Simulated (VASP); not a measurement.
**Ta32F (a cell with a defect): relaxation of the atoms with PBE**

Ta32F (a cell with a defect):

```xyz
33
Lattice="0.0000 6.6415 6.6415 6.6415 0.0000 6.6415 6.6415 6.6415 0.0000" Properties=species:S:1:pos:R:3 pbc="T T T"
Ta    0.0002   -0.0033   -0.1052
Ta    1.6831    1.6795    1.5987
Ta    3.3208    3.3173    3.3254
Ta    4.9811    4.9811    4.9811
Ta    3.3207    3.3172   -0.0047
Ta    4.9583    4.9548    1.5986
Ta    6.6415    6.6415    3.3207
Ta    8.3018    8.3018    4.9811
Ta    3.3036   -0.0036    3.3129
Ta    4.9737    1.6641    4.9811
Ta    6.6415    3.3207    6.6415
Ta    8.3246    4.9548    8.3636
Ta    6.6415    3.3207    3.3207
Ta    8.3018    4.9811    4.9811
Ta    9.9450    6.6378    6.6493
Ta   11.5999    8.3210    8.2400
Ta   -0.0001    3.3000    3.3130
Ta    1.6675    4.9701    4.9811
Ta    3.3381    6.6379    6.6494
Ta    4.9584    8.3210    8.3637
Ta    3.3381    6.6380    3.3128
Ta    4.9811    8.3018    4.9811
Ta    6.6414    9.9415    6.6492
Ta    8.3246   11.5963    8.2401
Ta    3.3207    3.3172    6.6368
Ta    4.9583    4.9547    8.3636
Ta    6.6416    6.6382   10.0674
Ta    8.3093    8.3057   11.6226
Ta    6.6415    6.6415    6.6415
Ta    8.3245    8.3209    8.3635
Ta    9.9622    9.9586    9.9669
Ta   11.6154   11.6116   11.6226
F     6.6415    4.9811    4.9811
```

- Program: VASP 6.6.1
- Task: relaxation of the atoms
- Functional: PBE
- Potentials or basis: VASP PAW PBE potentials, release 64 (Ta_pv, F)
- Cutoff: 520 eV
- k mesh: 1 × 1 × 1
- Occupations: methfessel-paxton, width 0.1 eV
- Spin: no spin polarisation
- Dipole correction: no
- Further INCAR settings: LREAL = Auto; ALGO = Normal; EDIFF = 1e-06; IBRION = 2; EDIFFG = -0.02; NSW = 90

```yaml
Energy_gained_by_relaxing: 203.5 meV/atom
Ionic_steps: 16
Pressure_after_relaxing: -6.1 GPa
Largest_force_after_relaxing: 0.017 eV/Å
Band_gap_on_the_k_mesh: zero (an odd number of electrons rules out a gap without spin polarisation)
```

Forces in eV/Å, atoms in the order of the input:
```
Ta   0.000 -0.005  0.006
Ta   0.000  0.001  0.008
Ta   0.005  0.000  0.003
Ta   0.013 -0.003  0.000
Ta  -0.006  0.001 -0.003
Ta  -0.002  0.002  0.001
Ta   0.000 -0.002  0.001
Ta   0.003 -0.002  0.000
Ta   0.000 -0.001  0.006
Ta   0.002 -0.003  0.000
Ta   0.000 -0.004  0.007
Ta   0.002  0.002 -0.001
Ta   0.000 -0.005 -0.007
Ta  -0.006 -0.003  0.000
Ta   0.001 -0.001 -0.006
Ta   0.000  0.001  0.008
Ta   0.000  0.014  0.007
Ta   0.009 -0.001  0.000
Ta  -0.001 -0.001 -0.006
Ta  -0.001  0.001 -0.008
Ta  -0.001 -0.001  0.006
Ta  -0.003 -0.002  0.000
Ta   0.000  0.015 -0.008
Ta   0.002  0.002  0.001
Ta   0.005  0.000 -0.003
Ta  -0.003  0.002 -0.001
Ta   0.000 -0.006 -0.006
Ta  -0.002 -0.003  0.000
Ta   0.000 -0.002 -0.001
Ta   0.001  0.001 -0.008
Ta  -0.005  0.000  0.003
Ta  -0.009 -0.001  0.000
F   -0.004  0.002  0.001
```

Stress tensor (GPa, compression positive):
```
-4.34  0.00  0.00
 0.00 -6.96  0.00
 0.00  0.00 -6.97
```

The path:
| step | energy change (eV) | largest force (eV/Å) | pressure (GPa) |
| --- | --- | --- | --- |
| 1 | 0.0000 | 20.2080 | -2.20 |
| 2 | 3.1170 | 12.4332 | 0.94 |
| 3 | -6.0235 | 1.6882 | -5.76 |
| 4 | -6.0577 | 1.5959 | -5.80 |
| 5 | -6.0649 | 1.5327 | -5.82 |
| 6 | -6.5688 | 0.3998 | -5.96 |
| 7 | -6.5815 | 0.4008 | -5.92 |
| 8 | -6.6570 | 0.3248 | -5.97 |
| 9 | -6.6917 | 0.3975 | -5.99 |
| 10 | -6.7113 | 0.2232 | -6.08 |
| 11 | -6.7119 | 0.1281 | -6.07 |
| 12 | -6.7158 | 0.0447 | -6.09 |
| 13 | -6.7158 | 0.0446 | -6.09 |
| 14 | -6.7167 | 0.0227 | -6.09 |
| 15 | -6.7167 | 0.0276 | -6.09 |
| 16 | -6.7170 | 0.0172 | -6.09 |

Final structure:
```
Ta F
1.0
     0.00000    6.64148    6.64148
     6.64148    0.00000    6.64148
     6.64148    6.64148    0.00000
Ta F
32 1
Direct
  0.00077 0.00012 0.99988
  0.12499 0.12478 0.12448
  0.25103 0.24550 0.24502
  0.40202 0.34799 0.34762
  0.99501 0.00845 0.50104
  0.12662 0.12599 0.62285
  0.24971 0.24216 0.75784
  0.37285 0.37715 0.87394
  0.99507 0.50145 0.00787
  0.12673 0.62327 0.12544
  0.24972 0.75812 0.24188
  0.37285 0.87454 0.37662
  0.99189 0.50029 0.49971
  0.09763 0.65237 0.65200
  0.24857 0.75494 0.75438
  0.37424 0.87552 0.87522
  0.49841 0.00027 0.99973
  0.63267 0.11732 0.11664
  0.75789 0.24562 0.24507
  0.87448 0.37575 0.37500
  0.50439 0.99213 0.49855
  0.62394 0.12606 0.62285
  0.74973 0.25158 0.74842
  0.87546 0.37715 0.87401
  0.50450 0.49896 0.99155
  0.62401 0.62338 0.12546
  0.74987 0.74921 0.25079
  0.87544 0.87456 0.37673
  0.50784 0.50029 0.49971
  0.62523 0.62500 0.62425
  0.74154 0.75498 0.75451
  0.86663 0.88337 0.88268
  0.24926 0.50077 0.49925
```

Levels at points of the mesh, in eV from the Fermi level:
| k point | band 178 | band 179 | band 180 | band 181 | band 182 | band 183 |
| --- | --- | --- | --- | --- | --- | --- |
| (0.00, 0.00, 0.00) | -0.69 | -0.03 | -0.03 | 0.45 | 0.56 | 0.71 |

Wall time 31 min on 1 thread of Oxide Virtual Turin-like Processor, on a shared host, peak memory 0.76 GiB.

Caveat: the k points lie up to 0.82 Å⁻¹ apart, too coarse for converged energies and pressures of a metal; spin-orbit coupling is left out, which moves the levels of the heavy elements; an odd number of electrons without spin polarisation forces a metal; a magnetic or distorted state may lie lower.
